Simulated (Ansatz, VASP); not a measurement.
One calculation of B, two programs

Contents of POSCAR:

```
B
1.0
    0.0000000000      1.9604330000      1.9604330000
    1.9604330000      0.0000000000      1.9604330000
    1.9604330000      1.9604330000      0.0000000000
B
2
Direct
    0.0000000000      0.0000000000      0.0000000000
    0.2500000000      0.2500000000      0.2500000000
```

The input INCAR.step1:

```
SYSTEM = B
PREC = Accurate
ENCUT = 520
ISMEAR = 1
SIGMA = 0.0203
LREAL = .False.
LASPH = .True.
NELM = 100
NBANDS = 10
GGA = PE
ALGO = Normal
EDIFF = 1E-4
LWAVE = .True.
LCHARG = .False.
```

Contents of INCAR.step2:

```
SYSTEM = B
PREC = Accurate
ENCUT = 520
EDIFF = 1E-7
ISMEAR = 1
SIGMA = 0.0203
LREAL = .False.
LASPH = .True.
NELM = 100
ALGO = Normal
ISIF = 2
LWAVE = .False.
LCHARG = .False.
METAGGA = R2SCAN
LMIXTAU = .True.
NBANDS = 10
ISTART = 1
```

Contents of KPOINTS:

```
regular mesh
0
Gamma
  10 10 10
  0 0 0
```

Input for Ansatz:

```yaml
crystal:
  lattice:
    - [0.0, 1.960433, 1.960433]
    - [1.960433, 0.0, 1.960433]
    - [1.960433, 1.960433, 0.0]
  atoms:
    - { symbol: B, position: [0.0, 0.0, 0.0] }
    - { symbol: B, position: [0.25, 0.25, 0.25] }
  symmetry: { tolerance: 0.0003 }
kpoints:
  mp_grid: { grid: [10, 10, 10], shift: [0, 0, 0] }
magnetization:
  spin_polarized: false
scf:
  occupations: { method: methfessel_paxton, width: 0.0203 }
hamiltonian:
  pseudopotentials: { kind: paw }
  xc: r2scan
basis:
  ecutwfc: 500
  xc_grid: 1
output:
  forces: true
  stress: true
  eigenvalues: true
```

Alike in both runs: task single point; functional r2SCAN; k mesh 10 × 10 × 10; occupations methfessel-paxton of order 1, width 0.0203 eV; no spin polarisation.

|  | VASP | Ansatz |
| --- | --- | --- |
| version | VASP 6.6.1 | Ansatz 0.2.0 |
| potentials or method | VASP PAW PBE potentials, release 64 (B), cutoff 520 eV | PAW plane waves |
| valence electrons in the cell | 6 | 6 |

VASP gave:

```
gap on the k mesh at the Fermi level (eV) : none
pressure (GPa)                            : 21.6
```

**Question.** What did Ansatz give for the same quantities?

**Answer.** gap on the k mesh at the Fermi level (eV): none; pressure (GPa): 21.5.

VASP's potentials were made for PBE, not for r2SCAN. A gap of «none» marks a metal or a gap that the smearing closes.
